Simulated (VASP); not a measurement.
Crystal: Zr2S3.

```xyz
5
Lattice="4.1809 0.0000 0.0000 0.0000 4.1809 0.0000 0.0000 0.0000 6.9532" Properties=species:S:1:pos:R:3 pbc="T T T"
Zr    2.0904    2.0904    5.4574
Zr    2.0904    2.0904    1.4957
S     0.0000    2.0904    3.4766
S     2.0904    0.0000    3.4766
S     0.0000    0.0000    0.0000
```

* Program: VASP 6.6.1
* Task: relaxation of cell and atoms
* Functional: PBE
* Potentials or basis: VASP PAW PBE potentials, release 64 (Zr_sv, S)
* Cutoff: 600 eV
* k mesh: 4 × 4 × 4
* Occupations: gaussian, width 0.1 eV
* Spin: no spin polarisation

At the start: pressure -13.6 GPa; volume 24.31 Å³/atom.

Q: Where does the relaxation end?

A: Over 9 steps the energy falls by 436.2 meV/atom and the volume is 20.93 Å³/atom (-13.9 %); space group P4/mmm (No. 123, to 0.05 Å).

Step by step:
| step | energy change (eV) | largest force (eV/Å) | pressure (GPa) | volume (Å³) |
| --- | --- | --- | --- | --- |
| 1 | 0.0000 | 2.2885 | -13.58 | 121.54 |
| 2 | -1.4525 | 1.2394 | 12.87 | 88.65 |
| 3 | -1.6863 | 1.9597 | 2.31 | 95.89 |
| 4 | -1.9853 | 0.5591 | 3.48 | 96.97 |
| 5 | -2.0445 | 0.1864 | 5.25 | 97.67 |
| 6 | -2.1593 | 0.2273 | -2.38 | 107.57 |
| 7 | -2.1764 | 0.1091 | -0.57 | 104.84 |
| 8 | -2.1807 | 0.0435 | 0.05 | 104.60 |
| 9 | -2.1810 | 0.0128 | -0.08 | 104.65 |

Final structure:
```xyz
5
Lattice="4.1354 0.0000 0.0000 0.0000 4.1354 0.0000 0.0000 0.0000 6.1193" Properties=species:S:1:pos:R:3 pbc="T T T"
Zr    2.0677    2.0677    4.5281
Zr    2.0677    2.0677    1.5913
S     0.0000    2.0677    3.0597
S     2.0677    0.0000    3.0597
S     0.0000    0.0000    0.0000
```

Caveat: the k points lie up to 0.38 Å⁻¹ apart in the final cell.
